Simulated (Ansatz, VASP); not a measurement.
**Rb in VASP and in Ansatz**

```
Rb
1.0
     5.06647    0.00000    0.00000
    -2.53324    4.38769    0.00000
     0.00000    0.00000    8.20769
Rb
2
Direct
  0.33333 0.66667 0.25000
  0.66667 0.33333 0.75000
```

Alike in both runs: task relaxation of cell and atoms; functional PBE; k mesh 10 × 10 × 5; occupations fermi-dirac, width 0.05 eV; no spin polarisation.

|  | VASP | Ansatz |
| --- | --- | --- |
| version | VASP 6.6.1 | Ansatz 0.2.0 |
| potentials or method | VASP PAW PBE potentials, release 64 (Rb_sv), cutoff 600 eV | all-electron LAPW, scalar-relativistic |

|  | VASP | Ansatz | Ansatz less VASP |
| --- | --- | --- | --- |
| relaxed volume (Å³/atom) | 91.44 | 91.23 | -0.215 |
| relaxed length of the cell vector where the two differ most in proportion (Å) | 8.218 | 8.208 | -0.0107 |

Ansatz ran all-electron here, and VASP with PAW potentials.
